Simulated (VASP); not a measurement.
# AlBiO4 (P6/mmm) in VASP: notebook

Runs on AlBiO4. Level: PBE. Tasks: single point, relaxation of cell and atoms.

Everything below comes from runs of VASP 6.6.1. Logs are shortened: lines on timing, memory, paths and dates and some standing lists are left out, and cuts for length are marked.

### Step 1. The cell of the first run

It takes space group P6/mmm (No. 191, hexagonal). The conventional cell has a = 3.652 Å, b = 3.652 Å, c = 7.833 Å, α = 90.00°, β = 90.00°, γ = 120.00°. Within 2.4 Å of Al (site symmetry 6/mmm) lie 8 O at 1.82 to 2.11 Å. Bi (site symmetry 6/mmm) has 2 O at 2.10 Å within 2.8 Å. Within 2.4 Å of O (site symmetry 6mm) lie 1 Al at 1.82 Å and 1 Bi at 2.10 Å. O (site symmetry -6m2) has 9 O at 2.11 to 2.78 Å and 3 Al at 2.11 Å within 2.8 Å.

The cell was built from a structure type or drawn by symmetry, and may not be a known phase.

### Step 2. Single point, PBE

The input, INCAR:

```
SYSTEM = AlBiO4
ALGO = Normal ; EDIFF = 1E-6
ENCUT = 520 ; GGA = PE
ISIF = 2 ; ISMEAR = 0
LASPH = .True. ; LCHARG = .False.
LREAL = .False. ; LWAVE = .False.
NBANDS = 30 ; NELM = 100
PREC = Accurate ; SIGMA = 0.1
```

The input, KPOINTS:

```
k-points
0
Gamma
  6 6 4
  0 0 0
```

The input, POSCAR:

```
AlBiO4
1.0
    3.6519812357      0.0000000000      0.0000000000
   -1.8259906179      3.1627085243      0.0000000000
    0.0000000000      0.0000000000      7.8333257337
Al Bi O
1 1 4
Direct
    0.0000000000      0.0000000000      0.0000000000
    0.0000000000      0.0000000000      0.5000000000
    0.0000000000      0.0000000000      0.7679765139
    0.0000000000      0.0000000000      0.2320234861
    0.3333333333      0.6666666667      0.0000000000
    0.6666666667      0.3333333333      0.0000000000
```

Potentials or basis: VASP PAW PBE potentials, release 64 (Al, Bi_d, O).

On the command line:

```bash
cat potpaw_PBE.64/Al/POTCAR potpaw_PBE.64/Bi_d/POTCAR potpaw_PBE.64/O/POTCAR > POTCAR
mpirun -np 1 vasp_std > vasp.out
```

OUTCAR:

```text
SYSTEM = AlBiO4
   EDIFF = 1E-6
   ENCUT = 520
   GGA = PE
   ISIF = 2
   ISMEAR = 0
   LASPH = .True.
   LREAL = .False.
   NELM = 100
   PREC = Accurate

 ion  position               nearest neighbor table
   1  0.000  0.000  0.000-   3 1.82   4 1.82   5 2.11   6 2.11   6 2.11   5 2.11   6 2.11   5 2.11

   2  0.000  0.000  0.500-   3 2.10   4 2.10
   3  0.000  0.000  0.768-   1 1.82   2 2.10
   4  0.000  0.000  0.232-   1 1.82   2 2.10
   5  0.333  0.667  0.000-   1 2.11   1 2.11   1 2.11
   6  0.667  0.333  0.000-   1 2.11   1 2.11   1 2.11

  LATTYP: Found a hexagonal cell.
 ALAT       =     3.6519812357
 C/A-ratio  =     2.1449523500

  Lattice vectors:

 A1 = (   3.6519812357,   0.0000000000,   0.0000000000)
 A2 = (  -1.8259906179,   3.1627085243,   0.0000000000)
 A3 = (   0.0000000000,   0.0000000000,   7.8333257337)

Analysis of symmetry for initial positions (statically):
=====================================================================
 Subroutine PRICEL returns:
 Original cell was already a primitive cell.

 Routine SETGRP: Setting up the symmetry group for a
 hexagonal supercell.

 Subroutine GETGRP returns: Found 24 space group operations
 (whereof 24 operations were pure point group operations)
 out of a pool of 24 trial point group operations.

The static configuration has the point symmetry D_6h.

Analysis of symmetry for dynamics (positions and initial velocities):
=====================================================================
 Subroutine PRICEL returns:
 Original cell was already a primitive cell.

 Routine SETGRP: Setting up the symmetry group for a
 hexagonal supercell.

 Subroutine GETGRP returns: Found 24 space group operations
 (whereof 24 operations were pure point group operations)
 out of a pool of 24 trial point group operations.

The dynamic configuration has the point symmetry D_6h.

 Subroutine INISYM returns: Found 24 space group operations
 (whereof 24 operations are pure point group operations),
 and found     1 'primitive' translations

----------------------------------------------------------------------------------------

                                     Primitive cell

  volume of cell :      90.4761

  direct lattice vectors                    reciprocal lattice vectors
     3.651981236  0.000000000  0.000000000     0.273823970  0.158092343  0.000000000
    -1.825990618  3.162708524  0.000000000     0.000000000  0.316184685  0.000000000
     0.000000000  0.000000000  7.833325734     0.000000000  0.000000000  0.127659698

  length of vectors
     3.651981236  3.651981236  7.833325734     0.316184685  0.316184685  0.127659698

  position of ions in fractional coordinates (direct lattice)
     0.000000000  0.000000000  0.000000000
     0.000000000  0.000000000  0.500000000
     0.000000000  0.000000000  0.767976514
     0.000000000  0.000000000  0.232023486
     0.333333333  0.666666667  0.000000000
     0.666666667  0.333333333  0.000000000

  ion indices of the primitive-cell ions
   primitive index   ion index
                 1           1
                 2           2
                 3           3
                 4           4
                 5           5
                 6           6

----------------------------------------------------------------------------------------

 KPOINTS: k-points

Automatic generation of k-mesh.
 Grid dimensions read from file:
 generate k-points for:    6    6    4

 Generating k-lattice:

  Cartesian coordinates                     Fractional coordinates (reciprocal lattice)
     0.045637328  0.026348724  0.000000000     0.166666667  0.000000000  0.000000000
     0.000000000  0.052697448  0.000000000     0.000000000  0.166666667  0.000000000
     0.000000000  0.000000000  0.031914925     0.000000000  0.000000000  0.250000000

  Length of vectors
     0.052697448  0.052697448  0.031914925

  Shift w.r.t. Gamma in fractional coordinates (k-lattice)
     0.000000000  0.000000000  0.000000000

 Subroutine IBZKPT returns following result:
 ===========================================

 Found     21 irreducible k-points:

 Following reciprocal coordinates:
            Coordinates               Weight
  0.000000  0.000000  0.000000      1.000000
  0.166667  0.000000  0.000000      6.000000
  0.333333  0.000000  0.000000      6.000000
  0.500000  0.000000  0.000000      3.000000
  0.166667  0.166667  0.000000      6.000000
  0.333333  0.166667  0.000000     12.000000
[... 13 lines left out ...]
  0.333333  0.166667  0.500000     12.000000
  0.333333  0.333333  0.500000      2.000000
   k-points           NKPTS =     21   k-points in BZ     NKDIM =     21   number of bands    NBANDS=     30
   number of dos      NEDOS =    301   number of ions     NIONS =      6
   total plane-waves  NPLWV =  47040
   dimension x,y,z NGX =    28 NGY =   28 NGZ =   60
   dimension x,y,z NGXF=    56 NGYF=   56 NGZF=  120
   ions per type =               1   1   4
   NGX,Y,Z   is equivalent  to a cutoff of  12.75, 12.75, 12.73 a.u.
   NGXF,Y,Z  is equivalent  to a cutoff of  25.49, 25.49, 25.47 a.u.
 SYSTEM =  AlBiO4
   PREC   = accura    normal or accurate (medium, high low for compatibility)
   ISTART =      0    job   : 0-new  1-cont  2-samecut
   ICHARG =      2    charge: 1-file 2-atom 10-const
   ISPIN  =      1    spin polarized calculation?
   LNONCOLLINEAR =      F non collinear calculations
   LSORBIT =      F    spin-orbit coupling
   LASPH  =      T    aspherical Exc in radial PAW
   ENCUT  =  520.0 eV  38.22 Ry    6.18 a.u.   6.79  6.79 14.56*2*pi/ulx,y,z
   NELM   =    100;   NELMIN=  2; NELMDL= -5     # of ELM steps
   EDIFF  = 0.1E-05   stopping-criterion for ELM
   LREAL  =      F    real-space projection
   EDIFFG = 0.1E-04   stopping-criterion for IOM
   NSW    =      0    number of steps for IOM
   IBRION =     -1    ionic relax: 0-MD 1-quasi-New 2-CG
   NFREE  =      0    steps in history (QN), initial steepest desc. (CG)
   ISIF   =      2    stress and relaxation
   ISYM   =      2    0-nonsym 1-usesym 2-fastsym
   POTIM  = 0.5000    time-step for ionic-motion
   TEBEG  =    0.0;   TEEND  =   0.0 temperature during run
   PSTRESS=    0.0 pullay stress
   NELECT =      42.0000    total number of electrons
   NUPDOWN=      -1.0000    fix difference up-down
   EMIN   =  10.00;   EMAX   =-10.00  energy-range for DOS
   EFERMI =   0.00;   METHOD = LEGACY
   ISMEAR =     0;   SIGMA  =   0.10  broadening in eV -4-tet -1-fermi 0-gaus
   EFERMI_NEDOS =   21; number of points for ismear=-14 and -15
   IALGO  =     38    algorithm
   IMIX   =      4    mixing-type and parameters
     AMIX     =   0.40;   BMIX     =  1.00
     AMIX_MAG =   1.60;   BMIX_MAG =  1.00
  volume/ion in A,a.u.               =      15.08       101.76
  Fermi-wavevector in a.u.,A,eV,Ry     =   1.267593  2.395404 21.861746  1.606793
  Thomas-Fermi vector in A             =   2.400733
   LORBIT       =      0    0 simple, 1 ext, 2 COOP (PROOUT), +10 PAW based schemes
   GGA     = PE    functional components
   LHFCALC =     F    Hartree Fock is set to
   AEXX    =    0.0000 exact exchange contribution
   IVDW    =     0    specifies the selected vdW correction
   LEPSILON=     F    determine dielectric tensor
   LRPA    =     F    only Hartree local field effects (RPA)
 non-spin polarized calculation
 Gauss-broadening in eV      SIGMA  =   0.10
  energy-cutoff  :      520.00
  volume of cell :       90.48
 maximum number of plane-waves:      2469
 NGX is ok and might be reduce to    28
   NGX = 13   NGY = 13   NGZ = 29

 number of electron      42.0000003 magnetization

 Free energy of the ion-electron system (eV)
  ---------------------------------------------------
  ext. energy  EPLUGINS =         0.00000000
  ---------------------------------------------------
  free energy    TOTEN  =       -30.87792607 eV

  energy without entropy =      -30.85792298  energy(sigma->0) =      -30.86792452

 E-fermi :   2.8854     XC(G=0):  -9.6599

 val. band max:        2.8572801307   @ k =   0.1667   0.0000   0.2500
 cond. band min:       2.8894873146   @ k =   0.0000   0.0000   0.5000
 fundamental gap:      0.0322071840
 Fermi energy:         2.8854210750

 k-point     1 :       0.0000    0.0000    0.0000
  band No.  band energies     occupation
      1     -19.7424      2.00000
      2     -19.7424      2.00000
      3     -19.6814      2.00000
      4     -19.4064      2.00000
      5     -19.4064      2.00000
      6     -16.2359      2.00000
[... 22 lines left out ...]
     29      14.2057      0.00000
     30      14.2057      0.00000

 k-point     2 :       0.1667    0.0000    0.0000
  band No.  band energies     occupation
      1     -19.7453      2.00000
      2     -19.7198      2.00000
      3     -19.6682      2.00000
      4     -19.4159      2.00000
      5     -19.4088      2.00000
      6     -16.0147      2.00000
[... 22 lines left out ...]
     29      15.0545      0.00000
     30      15.5279      0.00000

 k-point     3 :       0.3333    0.0000    0.0000
  band No.  band energies     occupation
      1     -19.7547      2.00000
      2     -19.6742      2.00000
      3     -19.6386      2.00000
      4     -19.4348      2.00000
      5     -19.4135      2.00000
      6     -15.4078      2.00000
[... 22 lines left out ...]
     29      14.2878      0.00000
     30      15.2601      0.00000

 k-point     4 :       0.5000    0.0000    0.0000
  band No.  band energies     occupation
      1     -19.7602      2.00000
      2     -19.6512      2.00000
      3     -19.6233      2.00000
      4     -19.4442      2.00000
      5     -19.4158      2.00000
      6     -14.8247      2.00000
[... 517 lines left out ...]
     29      14.3121      0.00000
     30      14.3270      0.00000

 k-point    20 :       0.3333    0.1667    0.5000
  band No.  band energies     occupation
      1     -19.7376      2.00000
      2     -19.6710      2.00000
      3     -19.6253      2.00000
      4     -19.4394      2.00000
      5     -19.4206      2.00000
      6     -14.8991      2.00000
[... 22 lines left out ...]
     29      14.1681      0.00000
     30      15.4143      0.00000

 k-point    21 :       0.3333    0.3333    0.5000
  band No.  band energies     occupation
      1     -19.6957      2.00000
      2     -19.6957      2.00000
      3     -19.6265      2.00000
      4     -19.4330      2.00000
      5     -19.4330      2.00000
      6     -14.2057      2.00000
[... 22 lines left out ...]
     29      15.6974      0.00000
     30      15.6975      0.00000

------------------------ aborting loop because EDIFF is reached ----------------------------------------

  FORCE on cell =-STRESS in cart. coord.  units (eV):
  Direction    XX          YY          ZZ          XY          YZ          ZX
  --------------------------------------------------------------------------------------
  -------------------------------------------------------------------------------------
  Total       -0.0875389     -0.0875389      0.2532686      0.0000000      0.0000000     -0.0000000
  in kB       -1.5501644     -1.5501644      4.4849548      0.0000000      0.0000000     -0.0000000
  external PRESSURE =       0.4615420 kB  Pullay stress =       0.0000000 kB

 VOLUME and BASIS-vectors are now :
 -----------------------------------------------------------------------------
  energy-cutoff  :      520.00
  volume of cell :       90.48
      direct lattice vectors                 reciprocal lattice vectors
     3.651981236  0.000000000  0.000000000     0.273823970  0.158092343  0.000000000
    -1.825990618  3.162708524  0.000000000     0.000000000  0.316184685  0.000000000
     0.000000000  0.000000000  7.833325734     0.000000000  0.000000000  0.127659698

 POSITION                                       TOTAL-FORCE (eV/Angst)
 -----------------------------------------------------------------------------------
      0.00000      0.00000      0.00000        -0.000000     -0.000000      0.000000
      0.00000      0.00000      3.91666        -0.000000     -0.000000      0.000000
      0.00000      0.00000      6.01581         0.000000     -0.000000      0.060723
      0.00000      0.00000      1.81752        -0.000000      0.000000     -0.060723
     -0.00000      2.10847      0.00000         0.000000     -0.000000     -0.000000
      1.82599      1.05424      0.00000        -0.000000      0.000000      0.000000
 -----------------------------------------------------------------------------------
    total drift:                                0.000000     -0.000000      0.000000

  FREE ENERGIE OF THE ION-ELECTRON SYSTEM (eV)
  ---------------------------------------------------
  free  energy   TOTEN  =       -30.8779260655 eV

  energy  without entropy=      -30.8579229768  energy(sigma->0) =      -30.86792452
```

Run time: 1.8 min. Hardware: 1 thread of AMD EPYC 7R43 (Zen 3), shared host; peak memory 0.19 GiB.

What came out:

```
Free energy            : -30.8779 eV
Pressure               : 0.0 GPa
Largest force          : 0.061 eV/Å
Band gap on the k mesh : zero (bands 21 and 22 overlap by 0.01 eV)
```

Forces in eV/Å, atoms in the order of the input:
```
Al   0.000  0.000  0.000
Bi   0.000  0.000  0.000
O    0.000  0.000  0.061
O    0.000  0.000 -0.061
O    0.000  0.000  0.000
O    0.000  0.000  0.000
```

Stress tensor (GPa, compression positive):
```
-0.16  0.00  0.00
 0.00 -0.16  0.00
 0.00  0.00  0.45
```

Caveat: spin-orbit coupling is left out, which moves the levels of the heavy elements.

### Step 3. Single point, PBE

This run uses another cell than the first one, of 16.77 Å³/atom.

The input, INCAR:

```
PREC = Accurate ; ENCUT = 520
EDIFF = 1E-6 ; ISMEAR = 0
SIGMA = 0.1 ; LREAL = False
LASPH = True ; NELM = 100
ALGO = Normal ; ISIF = 2
LWAVE = False ; LCHARG = False
GGA = PE ; NBANDS = 30
```

The input, KPOINTS:

```
Automatic mesh
0
Gamma
  6 6 4
```

The input, POSCAR:

```
AlBiO4
1.0
    4.6176844600      0.0000000000      0.0000000000
   -2.3088422300      3.9990320500      0.0000000000
    0.0000000000      0.0000000000      5.4484303600
Al Bi O
1 1 4
Direct
    0.0000000000      0.0000000000      0.0000000000
    0.0000000000      0.0000000000      0.5000000000
    0.0000000000      0.0000000000      0.7568994000
    0.0000000000      0.0000000000      0.2431006000
    0.3333333300      0.6666666700      0.0000000000
    0.6666666700      0.3333333300      0.0000000000
```

Potentials or basis: VASP PAW PBE potentials, release 64 (Al, Bi_d, O).

On the command line:

```bash
cat potpaw_PBE.64/Al/POTCAR potpaw_PBE.64/Bi_d/POTCAR potpaw_PBE.64/O/POTCAR > POTCAR
mpirun -np 1 vasp_std > vasp.out
```

Run time: 2 min. Hardware: 1 thread of AMD EPYC 7R43 (Zen 3), shared host; peak memory 0.2 GiB.

The run converged. Its results:

| Item | Value |
| --- | --- |
| Free energy | 2.8828 eV |
| Pressure | 105.4 GPa |
| Largest force | 22.524 eV/Å |
| Band gap on the k mesh | zero (bands 21 and 22 overlap by 0.63 eV) |

Forces on the atoms (eV/Å):
```
Al    0.000   0.000   0.000
Bi    0.000   0.000   0.000
O     0.000   0.000  22.524
O     0.000   0.000 -22.524
O     0.000   0.000   0.000
O     0.000   0.000   0.000
```

Stress tensor (GPa, compression positive):
```
-18.82   0.00   0.00
  0.00 -18.82   0.00
  0.00   0.00 353.70
```

Levels at points of the mesh, in eV from the Fermi level:
```tsv
k point	band 17	band 18	band 19	band 20	band 21	band 22	band 23	band 24	band 25	band 26
(0.00, 0.00, 0.00)	-2.02	-1.51	-0.50	-0.50	-0.12	0.32	1.55	1.55	5.00	5.85
(0.50, 0.00, 0.00)	-2.29	-0.97	-0.84	-0.62	-0.47	0.13	0.90	2.63	5.47	6.55
(0.00, 0.00, 0.50)	-2.01	-1.84	-0.29	-0.29	-0.17	1.58	1.58	1.76	3.21	6.70
(0.50, 0.00, 0.50)	-2.12	-1.58	-0.78	-0.41	-0.05	0.13	0.95	3.08	5.73	6.49
```

Caveat: atoms lie so close that the PAW spheres overlap strongly, which falsifies energies and pressures; the cell stands under pressure; spin-orbit coupling is left out, which moves the levels of the heavy elements; forces of over 1 eV/Å act on the atoms, so gaps and moduli don't describe the material at rest.

(Continued in part 2 of 2.)
